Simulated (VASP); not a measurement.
# Pb (Fm-3m) in VASP: a series of runs

Runs on Pb. Level: PBE. Tasks: single point.

All numbers are computed with VASP 6.6.1; they aren't measurements. Logs are shortened: lines on timing, memory, paths and dates and some standing lists are left out, and cuts for length are marked.

## Step 1: The cell of the first run

Symmetry: Fm-3m, No. 225, cubic system. The conventional cell has a = 4.873 Å, b = 4.873 Å, c = 4.873 Å, α = 90.00°, β = 90.00°, γ = 90.00°. Pb (site symmetry m-3m) has 12 Pb at 3.45 Å within 4.5 Å.

## Step 2: Single point, PBE (volume scaled by 0.96)

Contents of INCAR:

```
SYSTEM = Pb
ALGO = Normal
EDIFF = 1E-7
ENCUT = 520
GGA = PE
ISIF = 2
ISMEAR = -1
LASPH = .TRUE.
LCHARG = .FALSE.
LREAL = .FALSE.
LWAVE = .FALSE.
NBANDS = 13
NELM = 80
PREC = Accurate
SIGMA = 0.08
```

Contents of KPOINTS:

```
k-points
0
G
  13 13 13
  0 0 0
```

Contents of POSCAR:

```
Pb
1.0
    0.0000000000      2.4364202325      2.4364202325
    2.4364202325      0.0000000000      2.4364202325
    2.4364202325      2.4364202325      0.0000000000
Pb
1
Direct
    0.0000000000      0.0000000000      0.0000000000
```

Potentials or basis: VASP PAW PBE potentials, release 64 (Pb_d).

On the command line:

```sh
$ cat potpaw_PBE.64/Pb_d/POTCAR > POTCAR
$ mpirun -np 1 vasp_std > vasp.out
```

OUTCAR:

```text
SYSTEM = Pb
   EDIFF = 1E-7
   ENCUT = 520
   GGA = PE
   ISIF = 2
   ISMEAR = -1
   LASPH = .TRUE.
   LREAL = .FALSE.
   NELM = 80
   PREC = Accurate

 ion  position               nearest neighbor table
   1  0.000  0.000  0.000-

  LATTYP: Found a face centered cubic cell.
 ALAT       =     4.8728404650

  Lattice vectors:

 A1 = (   0.0000000000,   2.4364202325,   2.4364202325)
 A2 = (   2.4364202325,   0.0000000000,   2.4364202325)
 A3 = (   2.4364202325,   2.4364202325,   0.0000000000)

Analysis of symmetry for initial positions (statically):
=====================================================================
 Subroutine PRICEL returns:
 Original cell was already a primitive cell.

 Routine SETGRP: Setting up the symmetry group for a
 face centered cubic supercell.

 Subroutine GETGRP returns: Found 48 space group operations
[... 9 lines left out ...]

 Routine SETGRP: Setting up the symmetry group for a
 face centered cubic supercell.

 Subroutine GETGRP returns: Found 48 space group operations
[... 11 lines left out ...]
                                     Primitive cell

  volume of cell :      28.9259

  direct lattice vectors                    reciprocal lattice vectors
     0.000000000  2.436420233  2.436420233    -0.205219113  0.205219113  0.205219113
     2.436420233  0.000000000  2.436420233     0.205219113 -0.205219113  0.205219113
     2.436420233  2.436420233  0.000000000     0.205219113  0.205219113 -0.205219113

  length of vectors
     3.445618536  3.445618536  3.445618536     0.355449931  0.355449931  0.355449931

  position of ions in fractional coordinates (direct lattice)
     0.000000000  0.000000000  0.000000000

  ion indices of the primitive-cell ions
   primitive index   ion index
                 1           1

----------------------------------------------------------------------------------------

 KPOINTS: k-points

Automatic generation of k-mesh.
 Grid dimensions read from file:
 generate k-points for:   13   13   13

 Generating k-lattice:

  Cartesian coordinates                     Fractional coordinates (reciprocal lattice)
    -0.015786086  0.015786086  0.015786086     0.076923077  0.000000000  0.000000000
     0.015786086 -0.015786086  0.015786086     0.000000000  0.076923077  0.000000000
     0.015786086  0.015786086 -0.015786086     0.000000000  0.000000000  0.076923077

  Length of vectors
     0.027342302  0.027342302  0.027342302

  Shift w.r.t. Gamma in fractional coordinates (k-lattice)
     0.000000000  0.000000000  0.000000000

 Subroutine IBZKPT returns following result:
 ===========================================

 Found     84 irreducible k-points:

 Following reciprocal coordinates:
            Coordinates               Weight
  0.000000  0.000000  0.000000      1.000000
  0.076923  0.000000  0.000000      8.000000
  0.153846  0.000000  0.000000      8.000000
  0.230769  0.000000  0.000000      8.000000
  0.307692  0.000000  0.000000      8.000000
  0.384615  0.000000  0.000000      8.000000
[... 16 lines left out ...]
  0.384615  0.153846  0.000000     24.000000
  0.461538  0.153846  0.000000     24.000000
 [... further k-points ...]
   k-points           NKPTS =     84   k-points in BZ     NKDIM =     84   number of bands    NBANDS=     13
   number of dos      NEDOS =    301   number of ions     NIONS =      1
   total plane-waves  NPLWV =  21952
   dimension x,y,z NGX =    28 NGY =   28 NGZ =   28
   dimension x,y,z NGXF=    56 NGYF=   56 NGZF=   56
   ions per type =               1
   NGX,Y,Z   is equivalent  to a cutoff of  13.51, 13.51, 13.51 a.u.
   NGXF,Y,Z  is equivalent  to a cutoff of  27.02, 27.02, 27.02 a.u.
 SYSTEM =  Pb
   PREC   = accura    normal or accurate (medium, high low for compatibility)
   ISTART =      0    job   : 0-new  1-cont  2-samecut
   ICHARG =      2    charge: 1-file 2-atom 10-const
   ISPIN  =      1    spin polarized calculation?
   LNONCOLLINEAR =      F non collinear calculations
   LSORBIT =      F    spin-orbit coupling
   LASPH  =      T    aspherical Exc in radial PAW
   ENCUT  =  520.0 eV  38.22 Ry    6.18 a.u.   6.41  6.41  6.41*2*pi/ulx,y,z
   NELM   =     80;   NELMIN=  2; NELMDL= -5     # of ELM steps
   EDIFF  = 0.1E-06   stopping-criterion for ELM
   LREAL  =      F    real-space projection
   EDIFFG = 0.1E-05   stopping-criterion for IOM
   NSW    =      0    number of steps for IOM
   IBRION =     -1    ionic relax: 0-MD 1-quasi-New 2-CG
   NFREE  =      0    steps in history (QN), initial steepest desc. (CG)
   ISIF   =      2    stress and relaxation
   ISYM   =      2    0-nonsym 1-usesym 2-fastsym
   POTIM  = 0.5000    time-step for ionic-motion
   TEBEG  =    0.0;   TEEND  =   0.0 temperature during run
   PSTRESS=    0.0 pullay stress
   NELECT =      14.0000    total number of electrons
   NUPDOWN=      -1.0000    fix difference up-down
   EMIN   =  10.00;   EMAX   =-10.00  energy-range for DOS
   EFERMI =   0.00;   METHOD = LEGACY
   ISMEAR =    -1;   SIGMA  =   0.08  broadening in eV -4-tet -1-fermi 0-gaus
   EFERMI_NEDOS =   21; number of points for ismear=-14 and -15
   IALGO  =     38    algorithm
   IMIX   =      4    mixing-type and parameters
     AMIX     =   0.40;   BMIX     =  1.00
     AMIX_MAG =   1.60;   BMIX_MAG =  1.00
  volume/ion in A,a.u.               =      28.93       195.20
  Fermi-wavevector in a.u.,A,eV,Ry     =   1.285352  2.428963 22.478580  1.652129
  Thomas-Fermi vector in A             =   2.417491
   LORBIT       =      0    0 simple, 1 ext, 2 COOP (PROOUT), +10 PAW based schemes
   GGA     = PE    functional components
   LHFCALC =     F    Hartree Fock is set to
   AEXX    =    0.0000 exact exchange contribution
   IVDW    =     0    specifies the selected vdW correction
   LEPSILON=     F    determine dielectric tensor
   LRPA    =     F    only Hartree local field effects (RPA)
 non-spin polarized calculation
  energy-cutoff  :      520.00
  volume of cell :       28.93
 maximum number of plane-waves:       794
 NGX is ok and might be reduce to    28
   NGX = 13   NGY = 13   NGZ = 13

 number of electron      13.9999999 magnetization

 Free energy of the ion-electron system (eV)
  ---------------------------------------------------
  ext. energy  EPLUGINS =         0.00000000
  ---------------------------------------------------
  free energy    TOTEN  =        -3.52343386 eV

  energy without entropy =       -3.51232106  energy(sigma->0) =       -3.51787746

 E-fermi :   7.9186     XC(G=0): -10.4133

 val. band max:        7.8199617308   @ k =  -0.3846   0.3077   0.0769
 cond. band min:       7.9296877458   @ k =  -0.2308   0.1538   0.0000
 fundamental gap:      0.1097260151
 Fermi energy:         7.9185823476

 k-point     1 :       0.0000    0.0000    0.0000
  band No.  band energies     occupation
      1      -9.2878      2.00000
      2      -9.2878      2.00000
      3      -9.2878      2.00000
      4      -9.1265      2.00000
      5      -9.1265      2.00000
      6      -4.2609      2.00000
      7      15.6199      0.00000
      8      15.6199      0.00000
      9      15.6199      0.00000
     10      17.6112      0.00000
     11      19.7703      0.00000
     12      20.6639      0.00000
     13      20.6639      0.00000

 k-point     2 :       0.0769    0.0000    0.0000
  band No.  band energies     occupation
      1      -9.2883      2.00000
      2      -9.2780      2.00000
      3      -9.2780      2.00000
      4      -9.1273      2.00000
      5      -9.1273      2.00000
      6      -4.1412      2.00000
      7      14.2100      0.00000
      8      15.4699      0.00000
      9      15.4699      0.00000
     10      17.4045      0.00000
     11      20.2931      0.00000
     12      20.9292      0.00000
     13      20.9292      0.00000

 k-point     3 :       0.1538    0.0000    0.0000
  band No.  band energies     occupation
      1      -9.2911      2.00000
      2      -9.2571      2.00000
      3      -9.2571      2.00000
      4      -9.1229      2.00000
      5      -9.1229      2.00000
      6      -3.7811      2.00000
      7      11.7407      0.00000
      8      15.0972      0.00000
      9      15.0972      0.00000
     10      17.1766      0.00000
     11      20.7750      0.00000
     12      21.4251      0.00000
     13      21.4300      0.00000

 k-point     4 :       0.2308    0.0000    0.0000
  band No.  band energies     occupation
      1      -9.2982      2.00000
      2      -9.2467      2.00000
      3      -9.2467      2.00000
      4      -9.0970      2.00000
      5      -9.0970      2.00000
      6      -3.1816      2.00000
      7       9.2532      0.00000
      8      14.6401      0.00000
      9      14.6401      0.00000
     10      17.0151      0.00000
     11      19.7993      0.00000
     12      20.6567      0.00000
     13      20.6567      0.00000

 k-point     5 :       0.3077    0.0000    0.0000
  band No.  band energies     occupation
      1      -9.3093      2.00000
      2      -9.2539      2.00000
      3      -9.2539      2.00000
      4      -9.0502      2.00000
      5      -9.0502      2.00000
      6      -2.3587      2.00000
      7       6.9572      1.99999
      8      14.2070      0.00000
      9      14.2070      0.00000
     10      16.9464      0.00000
     11      18.8948      0.00000
     12      20.0021      0.00000
     13      20.0021      0.00000

 k-point     6 :       0.3846    0.0000    0.0000
  band No.  band energies     occupation
      1      -9.3209      2.00000
      2      -9.2665      2.00000
      3      -9.2665      2.00000
      4      -9.0041      2.00000
      5      -9.0041      2.00000
      6      -1.3783      2.00000
      7       4.9763      2.00000
      8      13.8741      0.00000
      9      13.8741      0.00000
     10      16.9748      0.00000
     11      18.2097      0.00000
     12      19.5624      0.00000
     13      19.5624      0.00000

 k-point     7 :       0.4615    0.0000    0.0000
  band No.  band energies     occupation
      1      -9.3283      2.00000
      2      -9.2749      2.00000
      3      -9.2749      2.00000
      4      -8.9765      2.00000
      5      -8.9765      2.00000
      6      -0.5060      2.00000
      7       3.5993      2.00000
      8      13.6937      0.00000
      9      13.6937      0.00000
     10      17.0672      0.00000
     11      17.7887      0.00000
     12      19.3441      0.00000
     13      19.3441      0.00000
[... 193 lines left out ...]
 k-point    20 :       0.1538    0.1538    0.0000
  band No.  band energies     occupation
      1      -9.3294      2.00000
      2      -9.2155      2.00000
      3      -9.2155      2.00000
      4      -9.1723      2.00000
      5      -9.0963      2.00000
      6      -3.6220      2.00000
      7      12.9066      0.00000
      8      13.5885      0.00000
      9      13.5885      0.00000
     10      16.3889      0.00000
     11      18.1636      0.00000
     12      22.9728      0.00000
     13      23.2163      0.00000

 k-point    21 :       0.2308    0.1538    0.0000
  band No.  band energies     occupation
      1      -9.3416      2.00000
      2      -9.2066      2.00000
      3      -9.1875      2.00000
      4      -9.1688      2.00000
      5      -9.0746      2.00000
      6      -3.1827      2.00000
      7      10.9369      0.00000
      8      12.9687      0.00000
      9      13.3022      0.00000
     10      16.4740      0.00000
     11      17.3052      0.00000
     12      22.7141      0.00000
     13      23.3058      0.00000

 k-point    22 :       0.3077    0.1538    0.0000
  band No.  band energies     occupation
      1      -9.3418      2.00000
      2      -9.2279      2.00000
      3      -9.1821      2.00000
      4      -9.1325      2.00000
      5      -9.0340      2.00000
      6      -2.5111      2.00000
      7       8.6711      0.00016
      8      12.5356      0.00000
      9      12.6860      0.00000
     10      16.1035      0.00000
     11      18.1600      0.00000
     12      22.2283      0.00000
     13      22.5896      0.00000

 k-point    23 :       0.3846    0.1538    0.0000
  band No.  band energies     occupation
      1      -9.3367      2.00000
      2      -9.2431      2.00000
      3      -9.1921      2.00000
      4      -9.0965      2.00000
      5      -8.9924      2.00000
      6      -1.6393      2.00000
      7       6.5745      2.00000
      8      11.9333      0.00000
      9      12.3253      0.00000
     10      15.7329      0.00000
     11      19.6975      0.00000
     12      21.5219      0.00000
     13      21.9252      0.00000

 k-point    24 :       0.4615    0.1538    0.0000
  band No.  band energies     occupation
      1      -9.3302      2.00000
      2      -9.2511      2.00000
      3      -9.2054      2.00000
      4      -9.0627      2.00000
      5      -8.9697      2.00000
      6      -0.6801      2.00000
      7       4.8369      2.00000
      8      11.2385      0.00000
      9      12.3610      0.00000
     10      15.6180      0.00000
     11      20.4638      0.00000
     12      21.2996      0.00000
     13      21.8876      0.00000

 [... further k-points ...]
[... 5 lines left out ...]
  --------------------------------------------------------------------------------------
  -------------------------------------------------------------------------------------
  Total        0.9052245      0.9052245      0.9052245      0.0000000      0.0000000      0.0000000
  in kB       50.1395338     50.1395338     50.1395338      0.0000000      0.0000000      0.0000000
  external PRESSURE =      50.1395338 kB  Pullay stress =       0.0000000 kB

 VOLUME and BASIS-vectors are now :
 -----------------------------------------------------------------------------
  energy-cutoff  :      520.00
  volume of cell :       28.93
      direct lattice vectors                 reciprocal lattice vectors
     0.000000000  2.436420233  2.436420233    -0.205219113  0.205219113  0.205219113
     2.436420233  0.000000000  2.436420233     0.205219113 -0.205219113  0.205219113
     2.436420233  2.436420233  0.000000000     0.205219113  0.205219113 -0.205219113

 POSITION                                       TOTAL-FORCE (eV/Angst)
 -----------------------------------------------------------------------------------
      0.00000      0.00000      0.00000         0.000000      0.000000     -0.000000
 -----------------------------------------------------------------------------------
    total drift:                               -0.000000     -0.000000     -0.000000

  FREE ENERGIE OF THE ION-ELECTRON SYSTEM (eV)
  ---------------------------------------------------
  free  energy   TOTEN  =        -3.5234338649 eV

  energy  without entropy=       -3.5123210608  energy(sigma->0) =       -3.51787746
```

Run time: 46 s. Hardware: 1 thread of Intel Xeon 6975P-C, shared host; peak memory 0.17 GiB.

Results:

| Property | Result |
| --- | --- |
| Free energy | -3.5234 eV |
| Pressure | 5.0 GPa |
| Band gap on the k mesh | zero (band 7 reaches 15.62 eV, above the bottom of band 8 at 6.06 eV) |

Levels at points of the mesh, in eV from the Fermi level:
| k point | band 3 | band 4 | band 5 | band 6 | band 7 | band 8 | band 9 | band 10 | band 11 | band 12 |
| --- | --- | --- | --- | --- | --- | --- | --- | --- | --- | --- |
| (0.00, 0.00, 0.00) | -17.21 | -17.05 | -17.05 | -12.18 | 7.70 | 7.70 | 7.70 | 9.69 | 11.85 | 12.75 |

Caveat: spin-orbit coupling is left out, which moves the levels of the heavy elements.

## Step 3: Single point, PBE (volume scaled by 0.98)

Contents of INCAR:

```
PREC = Accurate
ENCUT = 520
EDIFF = 1E-6
ISMEAR = -1
SIGMA = 0.08
LREAL = False
LASPH = True
NELM = 100
ALGO = Normal
ISIF = 2
LWAVE = False
LCHARG = False
GGA = PE
NBANDS = 13
```

Contents of KPOINTS:

```
regular mesh
0
Gamma
  13 13 13
```

Contents of POSCAR:

```
Pb
1.0
    0.0000000000      2.4532236616      2.4532236616
    2.4532236616      0.0000000000      2.4532236616
    2.4532236616      2.4532236616      0.0000000000
Pb
1
Direct
    0.0000000000      0.0000000000      0.0000000000
```

Potentials or basis: VASP PAW PBE potentials, release 64 (Pb_d).

On the command line:

```sh
$ cat potpaw_PBE.64/Pb_d/POTCAR > POTCAR
$ mpirun -np 1 vasp_std > vasp.out
```

Wall time 53 s (1 thread of Intel Xeon 6975P-C, shared host); peak memory 0.17 GiB.

The run converged. Its results:

```yaml
Free_energy: -3.5403 eV
Pressure: 3.8 GPa
Band_gap_on_the_k_mesh: zero (band 7 reaches 15.21 eV, above the bottom of band 8 at 5.86 eV)
```

Levels at points of the mesh, in eV from the Fermi level:
```tsv
k point	band 5	band 6	band 7	band 8	band 9	band 10
(0.00, 0.00, 0.00)	-17.03	-12.03	7.54	7.54	7.54	9.69
```

Caveat: spin-orbit coupling is left out, which moves the levels of the heavy elements.
